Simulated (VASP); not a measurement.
WC, 2 atoms in the cell. It takes space group P-6m2 (No. 187, hexagonal). Conventional cell: a = 2.905 Å, b = 2.905 Å, c = 2.826 Å, α = 90.00°, β = 90.00°, γ = 120.00°. Within 3.0 Å of W (site symmetry -6m2) lie 6 C at 2.19 Å and 8 W at 2.83 to 2.91 Å. Within 3.0 Å of C (site symmetry -6m2) lie 6 W at 2.19 Å and 8 C at 2.83 to 2.91 Å. 

```yaml
Program: VASP 6.6.1
Task: vibrations by perturbation theory
Functional: LDA
Potentials_or_basis: VASP PAW LDA potentials, release 64 (W_sv, C)
Cutoff: 520 eV
k_mesh: 18 × 18 × 14
Occupations: fermi-dirac, width 0.15 eV
Spin: no spin polarisation
Dipole_correction: no
Further_INCAR_settings: ALGO = Normal; EDIFF = 1e-08; IBRION = 8; NSW = 1
```

Potentials or basis: VASP PAW LDA potentials, release 64 (W_sv, C).

Command:

```sh
$ cat potpaw_LDA.64/W_sv/POTCAR potpaw_LDA.64/C/POTCAR > POTCAR
$ mpirun -np 1 vasp_std > vasp.out
```

Hardware: 1 thread of Intel Xeon 8259CL (shared host).

Problem. How long does it take, and how much memory?

Solution. Wall time 28 min on 1 thread of Intel Xeon 8259CL, with other jobs on the host, peak memory 0.81 GiB. Counts: scf iterations 74, k points 296.
